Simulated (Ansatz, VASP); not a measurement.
**TePb in VASP and in Ansatz**

Contents of INCAR:

```
SYSTEM = TePb
  PREC = Accurate
  ENCUT = 520
  EDIFF = 1E-6
  ISMEAR = 0
  SIGMA = 0.023
  LREAL = .FALSE.
  LASPH = .TRUE.
  NELM = 80
  ALGO = Normal
  ISIF = 2
  LWAVE = .FALSE.
  LCHARG = .TRUE.
  GGA = PE
  LELF = .TRUE.
  LVHAR = .TRUE.
  NBANDS = 17
```

The input KPOINTS:

```
Automatic mesh
0
G
  7 7 7
  0 0 0
```

File POSCAR:

```
TePb
1.0
    0.0000000000      3.2310000000      3.2310000000
    3.2310000000      0.0000000000      3.2310000000
    3.2310000000      3.2310000000      0.0000000000
Pb Te
1 1
Direct
    0.0000000000      0.0000000000      0.0000000000
    0.5000000000      0.5000000000      0.5000000000
```

input.yaml

```yaml
crystal:
  lattice:
    - [0.0, 3.231, 3.231]
    - [3.231, 0.0, 3.231]
    - [3.231, 3.231, 0.0]
  atoms:
    - { symbol: Pb, position: [0.0, 0.0, 0.0] }
    - { symbol: Te, position: [0.5, 0.5, 0.5] }
kpoints:
  mp_grid: { grid: [7, 7, 7] }
scf:
  occupations: { method: gaussian, width: 0.023 }
hamiltonian:
  xc: pbe
  pseudopotentials: { kind: all_electron, lapw: { basis_error: 0.001 } }
output:
  forces: true
  stress: true
  eigenvalues: true
```

Alike in both runs: task single point; functional PBE; k mesh 7 × 7 × 7; occupations gaussian, width 0.023 eV; no spin polarisation.

|  | VASP | Ansatz |
| --- | --- | --- |
| version | VASP 6.6.1 | Ansatz 0.2.0 |
| potentials or method | VASP PAW PBE potentials, release 64 (Pb_d, Te), cutoff 520 eV | all-electron LAPW, scalar-relativistic |

```csv
,VASP,Ansatz,Ansatz less VASP
pressure (GPa),2.1,2.1,+0.07
```

Ansatz ran all-electron here, and VASP with PAW potentials.

Neither program's run includes spin-orbit coupling.
